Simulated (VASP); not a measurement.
Runs of VASP 6.6.1 on N. The structure is that of space group P6_3/mmc (No. 194), or close to it. The cells are those of the table. 

```tsv
task	cell	k mesh	cutoff (eV)	gap on the mesh (eV)	pressure (GPa)	relaxed volume (Å³/atom)	largest force (eV/Å)
single point	a = 3.822, b = 3.822, c = 7.423 Å, angles 90.0, 90.0, 120.0°, 4 atoms	6 × 6 × 4	520	7.07	2.0	-	(b)
single point	a = 3.817, b = 3.817, c = 7.414 Å, angles 90.0, 90.0, 120.0°, 4 atoms	9 × 9 × 4	520	7.08	2.0	-	1.74
relaxation of cell and atoms	relaxed from a = 3.817, b = 3.817, c = 7.414 Å, angles 90.0, 90.0, 120.0°, 4 atoms	9 × 9 × 4	600	(c)	0.0	21.89	-
relaxation of cell and atoms	relaxed from a = 4.167, b = 4.167, c = 7.006 Å, angles 90.0, 90.0, 120.0°, 4 atoms	6 × 6 × 4	600	6.80	0.0	21.89	-
relaxation of cell and atoms	relaxed from a = 3.822, b = 3.822, c = 7.423 Å, angles 90.0, 90.0, 120.0°, 4 atoms	9 × 9 × 4	600	6.82	0.0	(a)	-
```

Alike in all rows: level PBE+D3(BJ); potentials or basis VASP PAW PBE potentials, release 64 (N); no spin polarisation; smearing gaussian 0.02 eV.

**Question.** Fill in the values left out.

**Answer.** (a) 21.96; (b) 1.75; (c) 6.81.

Caveats: the standard files for N, O and F lose accuracy on very short bonds; forces of over 1 eV/Å act on the atoms, so gaps and moduli don't describe the material at rest (some runs); the volume moved by over 15 % at a fixed basis, so the end points are rough (some runs).

A k mesh can miss the band edges.
